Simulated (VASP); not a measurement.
TlWF6, 8 atoms in the cell. Symmetry: Fm-3m, No. 225, cubic system. Conventional cell: a = 8.874 Å, b = 8.874 Å, c = 8.874 Å, α = 90.00°, β = 90.00°, γ = 90.00°. Tl (site symmetry m-3m) has 6 F at 2.22 Å within 2.9 Å. Within 2.9 Å of W (site symmetry m-3m) lie 6 F at 2.22 Å. F (site symmetry 4mm) has 1 Tl at 2.22 Å and 1 W at 2.22 Å within 2.9 Å. 

| Item | Value |
| --- | --- |
| Program | VASP 6.6.1 |
| Task | single point |
| Functional | PBE |
| Potentials or basis | VASP PAW PBE potentials, release 64 (Tl_d, W_sv, F) |
| Cutoff | 520 eV |
| k mesh | 4 × 4 × 4 |
| Occupations | gaussian, width 0.1 eV |
| Spin | collinear spin |
| Starting moments | [0.09, 1.63, 0.04, 0.04, 0.04, 0.04, 0.04, 0.04] μB |
| Dipole correction | no |
| Further INCAR settings | ALGO = Normal; EDIFF = 1e-07; NBANDS = 48 |

Potentials or basis: VASP PAW PBE potentials, release 64 (Tl_d, W_sv, F).

Launch:

```console
$ cat potpaw_PBE.64/Tl_d/POTCAR potpaw_PBE.64/W_sv/POTCAR potpaw_PBE.64/F/POTCAR > POTCAR
$ mpirun -np 1 vasp_std > vasp.out
```

Hardware: 1 thread of AMD EPYC 9R45 96-Core Processor (Zen 5), on a shared host.

**Question.** How long does it take, and how much memory?

**Answer.** It took 2.1 min on 1 thread of AMD EPYC 9R45 96-Core Processor (Zen 5), on a shared host, peak memory 0.42 GiB. Counts: scf iterations 19, k points 8.
